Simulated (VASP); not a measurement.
# TaAl2N3 (Cc) in VASP: single point with PBE

Aim: the single point of TaAl2N3 with PBE.

All numbers are computed with VASP 6.6.1; they aren't measurements. Logs are shortened: lines on timing, memory, paths and dates and some standing lists are left out, and cuts for length are marked.

### Step 1. The cell of the first run

Symmetry: Cc, No. 9, monoclinic system. Conventional cell: a = 9.174 Å, b = 5.126 Å, c = 5.361 Å, α = 90.00°, β = 90.99°, γ = 90.00°. Ta (site symmetry 1) has 3 N at 2.02 to 2.06 Å and 2 Ta at 2.68 Å within 2.7 Å. Within 2.7 Å of Al (site symmetry 1) lie 6 N at 2.00 to 2.38 Å and 2 Al at 2.68 Å. Within 2.7 Å of Al (site symmetry 1) lie 6 N at 2.00 to 2.29 Å and 2 Al at 2.68 Å. Within 2.9 Å of N (site symmetry 1) lie 4 Al at 2.01 to 2.12 Å and 1 Ta at 2.03 Å and 6 N at 2.73 to 2.90 Å. N (site symmetry 1) has 4 Al at 2.00 to 2.12 Å and 1 Ta at 2.06 Å and 6 N at 2.73 to 2.90 Å within 2.9 Å. Within 2.6 Å of N (site symmetry 1) lie 4 Al at 2.00 to 2.38 Å and 1 Ta at 2.02 Å.

### Step 2. Single point, PBE

INCAR

```
ALGO = Normal ; EDIFF = 1E-6
ENCUT = 700 ; GGA = PE
GGA_COMPAT = F ; ISIF = 2
ISMEAR = 0 ; LASPH = T
LCHARG = T ; LELF = T
LREAL = F ; LVHAR = T
LWAVE = F ; NBANDS = 46
NELM = 120 ; PREC = Accurate
SIGMA = 0.1
```

KPOINTS

```
k-points
0
Gamma
  4 4 4
```

POSCAR

```
TaAl2N3
1.0
    4.5867958321     -2.5631935639      0.0000000000
    4.5867958321      2.5631935639      0.0000000000
   -0.0923209865      0.0000000000      5.3601461949
Ta Al N
2 4 6
Direct
    0.9881446614      0.0177012822      0.0097588980
    0.0177012822      0.9881446614      0.5097588980
    0.3308759061      0.3316620220      0.7575477814
    0.3316620220      0.3308759061      0.2575477814
    0.6713609673      0.6738248505      0.7518729523
    0.6738248505      0.6713609673      0.2518729523
    0.9980483966      0.3983450007      0.0138833678
    0.0082569080      0.6008327425      0.5165880348
    0.6008327425      0.0082569080      0.0165880348
    0.3983450007      0.9980483966      0.5138833678
    0.3807639241      0.6296959808      0.9544750850
    0.6296959808      0.3807639241      0.4544750850
```

Potentials or basis: VASP PAW PBE potentials, release 64 (Ta_sv_GW, Al, N).

The run is started by

```bash
> cat potpaw_PBE.64/Ta_sv_GW/POTCAR potpaw_PBE.64/Al/POTCAR potpaw_PBE.64/N/POTCAR > POTCAR
> mpirun -np 1 vasp_std > vasp.out
```

OUTCAR:

```text
EDIFF = 1E-6
   ENCUT = 700
   GGA = PE
   ISIF = 2
   ISMEAR = 0
   LASPH = T
   LREAL = F
   NELM = 120
   PREC = Accurate

 ion  position               nearest neighbor table
   1  0.988  0.018  0.010-  11 2.02   7 2.03   9 2.06   2 2.68   2 2.68   6 3.19   3 3.23   4 3.24
                             5 3.26   4 3.27   5 3.31   6 3.32   6 3.32   3 3.32
   2  0.018  0.988  0.510-  12 2.02  10 2.03   8 2.06   1 2.68   1 2.68   5 3.19   4 3.23   3 3.24
                             6 3.26   3 3.27   6 3.31   5 3.32   5 3.32   4 3.32
   3  0.331  0.332  0.758-  11 2.00   8 2.00  10 2.05   9 2.08   7 2.12  12 2.38   4 2.68   4 2.68
                             5 2.94   5 2.95   5 3.13   1 3.23   2 3.24   2 3.27   1 3.32
   4  0.332  0.331  0.258-  12 2.00   9 2.00   7 2.05   8 2.08  10 2.12  11 2.38   3 2.68   3 2.68
                             6 2.94   6 2.95   6 3.13   2 3.23   1 3.24   1 3.27   2 3.32
   5  0.671  0.674  0.752-  11 2.00  10 2.01   8 2.05   7 2.10   9 2.12  12 2.29   6 2.68   6 2.68
                             3 2.94   3 2.95   3 3.13   2 3.19   1 3.26   1 3.31   2 3.32   2 3.32
   6  0.674  0.671  0.252-  12 2.00   7 2.01   9 2.05  10 2.10   8 2.12  11 2.29   5 2.68   5 2.68
                             4 2.94   4 2.95   4 3.13   1 3.19   2 3.26   2 3.31   1 3.32   1 3.32
   7  0.998  0.398  0.014-   6 2.01   1 2.03   4 2.05   5 2.10   3 2.12
   8  0.008  0.601  0.517-   3 2.00   5 2.05   2 2.06   4 2.08   6 2.12
   9  0.601  0.008  0.017-   4 2.00   6 2.05   1 2.06   3 2.08   5 2.12
  10  0.398  0.998  0.514-   5 2.01   2 2.03   3 2.05   6 2.10   4 2.12
  11  0.381  0.630  0.954-   5 2.00   3 2.00   1 2.02   6 2.29   4 2.38
  12  0.630  0.381  0.454-   6 2.00   4 2.00   2 2.02   5 2.29   3 2.38

  LATTYP: Found a base centered monoclinic cell.
 ALAT       =     9.1735916642
 B/A-ratio  =     0.5588200691
 C/A-ratio  =     0.5843884688
 COS(beta)  =    -0.0172210407

  Lattice vectors:

 A1 = (   4.5867958321,  -2.5631935639,   0.0000000000)
 A2 = (   4.5867958321,   2.5631935639,   0.0000000000)
 A3 = (  -0.0923209865,   0.0000000000,   5.3601461949)

Analysis of symmetry for initial positions (statically):
=====================================================================
 Subroutine PRICEL returns:
 Original cell was already a primitive cell.

 Routine SETGRP: Setting up the symmetry group for a
 base centered monoclinic supercell.

 Subroutine GETGRP returns: Found  2 space group operations
 (whereof  1 operations were pure point group operations)
 out of a pool of  4 trial point group operations.

The static configuration has the point symmetry C_1 .
 The point group associated with its full space group is C_1h.

Analysis of symmetry for dynamics (positions and initial velocities):
=====================================================================
 Subroutine PRICEL returns:
 Original cell was already a primitive cell.

 Routine SETGRP: Setting up the symmetry group for a
 base centered monoclinic supercell.

 Subroutine GETGRP returns: Found  2 space group operations
 (whereof  1 operations were pure point group operations)
 out of a pool of  4 trial point group operations.

The dynamic configuration has the point symmetry C_1 .
 The point group associated with its full space group is C_1h.

 Subroutine INISYM returns: Found  2 space group operations
 (whereof  1 operations are pure point group operations),
 and found     1 'primitive' translations

----------------------------------------------------------------------------------------

                                     Primitive cell

  volume of cell :     126.0368

  direct lattice vectors                    reciprocal lattice vectors
     4.586795832 -2.563193564  0.000000000     0.109008558 -0.195069154  0.001877519
     4.586795832  2.563193564  0.000000000     0.109008558  0.195069154  0.001877519
    -0.092320986  0.000000000  5.360146195     0.000000000  0.000000000  0.186562076

  length of vectors
     5.254394090  5.254394090  5.360941186     0.223468937  0.223468937  0.186562076

  position of ions in fractional coordinates (direct lattice)
     0.988144661  0.017701282  0.009758898
     0.017701282  0.988144661  0.509758898
     0.330875906  0.331662022  0.757547781
     0.331662022  0.330875906  0.257547781
     0.671360967  0.673824850  0.751872952
     0.673824850  0.671360967  0.251872952
     0.998048397  0.398345001  0.013883368
     0.008256908  0.600832743  0.516588035
     0.600832743  0.008256908  0.016588035
     0.398345001  0.998048397  0.513883368
     0.380763924  0.629695981  0.954475085
     0.629695981  0.380763924  0.454475085

  ion indices of the primitive-cell ions
   primitive index   ion index
                 1           1
                 2           2
                 3           3
                 4           4
                 5           5
                 6           6
                 7           7
                 8           8
                 9           9
                10          10
                11          11
                12          12

----------------------------------------------------------------------------------------

 KPOINTS: k-points

Automatic generation of k-mesh.
 Grid dimensions read from file:
 generate k-points for:    4    4    4

 Generating k-lattice:

  Cartesian coordinates                     Fractional coordinates (reciprocal lattice)
     0.027252140 -0.048767288  0.000469380     0.250000000 -0.000000000  0.000000000
     0.027252140  0.048767288  0.000469380    -0.000000000  0.250000000  0.000000000
     0.000000000  0.000000000  0.046640519     0.000000000  0.000000000  0.250000000

  Length of vectors
     0.055867234  0.055867234  0.046640519

  Shift w.r.t. Gamma in fractional coordinates (k-lattice)
     0.000000000  0.000000000  0.000000000

 Subroutine IBZKPT returns following result:
 ===========================================

 Found     24 irreducible k-points:

 Following reciprocal coordinates:
            Coordinates               Weight
  0.000000  0.000000  0.000000      1.000000
  0.250000 -0.000000  0.000000      4.000000
  0.500000 -0.000000  0.000000      2.000000
  0.250000  0.250000  0.000000      2.000000
  0.500000  0.250000  0.000000      4.000000
 -0.250000  0.250000  0.000000      2.000000
[... 16 lines left out ...]
 -0.250000  0.250000  0.500000      2.000000
  0.500000  0.500000  0.500000      1.000000
   k-points           NKPTS =     24   k-points in BZ     NKDIM =     24   number of bands    NBANDS=     46
   number of dos      NEDOS =    301   number of ions     NIONS =     12
   total plane-waves  NPLWV = 110592
   dimension x,y,z NGX =    48 NGY =   48 NGZ =   48
   dimension x,y,z NGXF=    96 NGYF=   96 NGZF=   96
   ions per type =               2   4   6
   NGX,Y,Z   is equivalent  to a cutoff of  15.19, 15.19, 14.89 a.u.
   NGXF,Y,Z  is equivalent  to a cutoff of  30.37, 30.37, 29.77 a.u.
 SYSTEM =  unknown system
   PREC   = accura    normal or accurate (medium, high low for compatibility)
   ISTART =      0    job   : 0-new  1-cont  2-samecut
   ICHARG =      2    charge: 1-file 2-atom 10-const
   ISPIN  =      1    spin polarized calculation?
   LNONCOLLINEAR =      F non collinear calculations
   LSORBIT =      F    spin-orbit coupling
   LASPH  =      T    aspherical Exc in radial PAW
   ENCUT  =  700.0 eV  51.45 Ry    7.17 a.u.  11.34 11.34 11.57*2*pi/ulx,y,z
   NELM   =    120;   NELMIN=  2; NELMDL= -5     # of ELM steps
   EDIFF  = 0.1E-05   stopping-criterion for ELM
   LREAL  =      F    real-space projection
   EDIFFG = 0.1E-04   stopping-criterion for IOM
   NSW    =      0    number of steps for IOM
   IBRION =     -1    ionic relax: 0-MD 1-quasi-New 2-CG
   NFREE  =      0    steps in history (QN), initial steepest desc. (CG)
   ISIF   =      2    stress and relaxation
   ISYM   =      2    0-nonsym 1-usesym 2-fastsym
   POTIM  = 0.5000    time-step for ionic-motion
   TEBEG  =    0.0;   TEEND  =   0.0 temperature during run
   PSTRESS=    0.0 pullay stress
   NELECT =      68.0000    total number of electrons
   NUPDOWN=      -1.0000    fix difference up-down
   EMIN   =  10.00;   EMAX   =-10.00  energy-range for DOS
   EFERMI =   0.00;   METHOD = LEGACY
   ISMEAR =     0;   SIGMA  =   0.10  broadening in eV -4-tet -1-fermi 0-gaus
   EFERMI_NEDOS =   21; number of points for ismear=-14 and -15
   IALGO  =     38    algorithm
   IMIX   =      4    mixing-type and parameters
     AMIX     =   0.40;   BMIX     =  1.00
     AMIX_MAG =   1.60;   BMIX_MAG =  1.00
  volume/ion in A,a.u.               =      10.50        70.88
  Fermi-wavevector in a.u.,A,eV,Ry     =   1.332740  2.518513 24.166600  1.776195
  Thomas-Fermi vector in A             =   2.461651
   LORBIT       =      0    0 simple, 1 ext, 2 COOP (PROOUT), +10 PAW based schemes
   GGA     = PE    functional components
   LHFCALC =     F    Hartree Fock is set to
   AEXX    =    0.0000 exact exchange contribution
   IVDW    =     0    specifies the selected vdW correction
   LEPSILON=     F    determine dielectric tensor
   LRPA    =     F    only Hartree local field effects (RPA)
 non-spin polarized calculation
 Gauss-broadening in eV      SIGMA  =   0.10
  energy-cutoff  :      700.00
  volume of cell :      126.04
 maximum number of plane-waves:      5317
 NGX is ok and might be reduce to    48
   NGX = 23   NGY = 23   NGZ = 23

 number of electron      68.0000000 magnetization

 Free energy of the ion-electron system (eV)
  ---------------------------------------------------
  ext. energy  EPLUGINS =         0.00000000
  ---------------------------------------------------
  free energy    TOTEN  =      -101.64798358 eV

  energy without entropy =     -101.62528716  energy(sigma->0) =     -101.63663537

 E-fermi :  10.3228     XC(G=0): -12.0066

 val. band max:       10.3226638976   @ k =   0.0000   0.0000   0.5000
 cond. band min:      10.3404263315   @ k =  -0.2500   0.5000   0.2500
 fundamental gap:      0.0177624339
 Fermi energy:        10.3227572746

 k-point     1 :       0.0000    0.0000    0.0000
  band No.  band energies     occupation
      1     -58.2908      2.00000
      2     -58.1844      2.00000
      3     -25.3194      2.00000
      4     -25.0716      2.00000
      5     -24.9314      2.00000
      6     -24.9057      2.00000
[... 38 lines left out ...]
     45      15.7697      0.00000
     46      17.5353      0.00000

 k-point     2 :       0.2500   -0.0000    0.0000
  band No.  band energies     occupation
      1     -58.2908      2.00000
      2     -58.1844      2.00000
      3     -25.3193      2.00000
      4     -25.0734      2.00000
      5     -24.9325      2.00000
      6     -24.9066      2.00000
[... 38 lines left out ...]
     45      16.0426      0.00000
     46      16.7277      0.00000

 k-point     3 :       0.5000   -0.0000    0.0000
  band No.  band energies     occupation
      1     -58.2908      2.00000
      2     -58.1844      2.00000
      3     -25.3192      2.00000
      4     -25.0753      2.00000
      5     -24.9336      2.00000
      6     -24.9076      2.00000
[... 1018 lines left out ...]
     45      15.5252      0.00000
     46      15.5252      0.00000

 k-point    24 :       0.5000    0.5000    0.5000
  band No.  band energies     occupation
      1     -58.2378      2.00000
      2     -58.2378      2.00000
      3     -25.0192      2.00000
      4     -25.0192      2.00000
      5     -24.8330      2.00000
      6     -24.8330      2.00000
[... 38 lines left out ...]
     45      15.4944      0.00000
     46      15.4944      0.00000

------------------------ aborting loop because EDIFF is reached ----------------------------------------

  FORCE on cell =-STRESS in cart. coord.  units (eV):
  Direction    XX          YY          ZZ          XY          YZ          ZX
  --------------------------------------------------------------------------------------
  -------------------------------------------------------------------------------------
  Total        0.8868564     -0.7888445     -0.2863675      0.0000000      0.0000000      0.1330437
  in kB       11.2736987    -10.0277740     -3.6402977      0.0000000      0.0000000      1.6912484
  external PRESSURE =      -0.7981243 kB  Pullay stress =       0.0000000 kB

 VOLUME and BASIS-vectors are now :
 -----------------------------------------------------------------------------
  energy-cutoff  :      700.00
  volume of cell :      126.04
      direct lattice vectors                 reciprocal lattice vectors
     4.586795832 -2.563193564  0.000000000     0.109008558 -0.195069154  0.001877519
     4.586795832  2.563193564  0.000000000     0.109008558  0.195069154  0.001877519
    -0.092320986  0.000000000  5.360146195     0.000000000  0.000000000  0.186562076

 POSITION                                       TOTAL-FORCE (eV/Angst)
 -----------------------------------------------------------------------------------
      4.61271     -2.48743      0.05231        -0.288819     -0.157817      0.187762
      4.56655      2.48743      2.73238        -0.288819      0.157817      0.187762
      2.96899      0.00201      4.06057        -0.368262      0.095805      0.220872
      3.01515     -0.00201      1.38049        -0.368262     -0.095805      0.220872
      6.10068      0.00632      4.03015         0.324210      0.004320      0.145863
      6.14684     -0.00632      1.35008         0.324210     -0.004320      0.145863
      6.40369     -1.53716      0.07442         0.212473      0.241519     -0.125121
      2.74608      1.51889      2.76899         0.321532      0.094443     -0.170165
      2.79224     -1.51889      0.08891         0.321532     -0.094443     -0.170165
      6.35753      1.53716      2.75449         0.212473     -0.241519     -0.125121
      4.54666      0.63806      5.11613        -0.201134      0.182614     -0.259211
      4.59282     -0.63806      2.43605        -0.201134     -0.182614     -0.259211
 -----------------------------------------------------------------------------------
    total drift:                                0.000198      0.000000      0.000161

  FREE ENERGIE OF THE ION-ELECTRON SYSTEM (eV)
  ---------------------------------------------------
  free  energy   TOTEN  =      -101.6479835830 eV

  energy  without entropy=     -101.6252871623  energy(sigma->0) =     -101.63663537
```

It took 3.5 min on 1 thread of AMD EPYC 9R45 (Zen 5), shared host; peak memory 0.41 GiB.

Results:

```yaml
Free_energy: -101.6480 eV
Pressure: -0.1 GPa
Largest_force: 0.440 eV/Å
Band_gap_on_the_k_mesh: zero (bands 34 and 35 overlap by 0.57 eV)
```

Forces in eV/Å, atoms in the order of the input:
```
Ta  -0.289 -0.158  0.188
Ta  -0.289  0.158  0.188
Al  -0.368  0.096  0.221
Al  -0.368 -0.096  0.221
Al   0.324  0.004  0.146
Al   0.324 -0.004  0.146
N    0.212  0.242 -0.125
N    0.322  0.094 -0.170
N    0.322 -0.094 -0.170
N    0.212 -0.242 -0.125
N   -0.201  0.183 -0.259
N   -0.201 -0.183 -0.259
```

Stress tensor (GPa, compression positive):
```
 1.13  0.00  0.17
 0.00 -1.00  0.00
 0.17  0.00 -0.36
```

Caveat: spin-orbit coupling is left out, which moves the levels of the heavy elements.
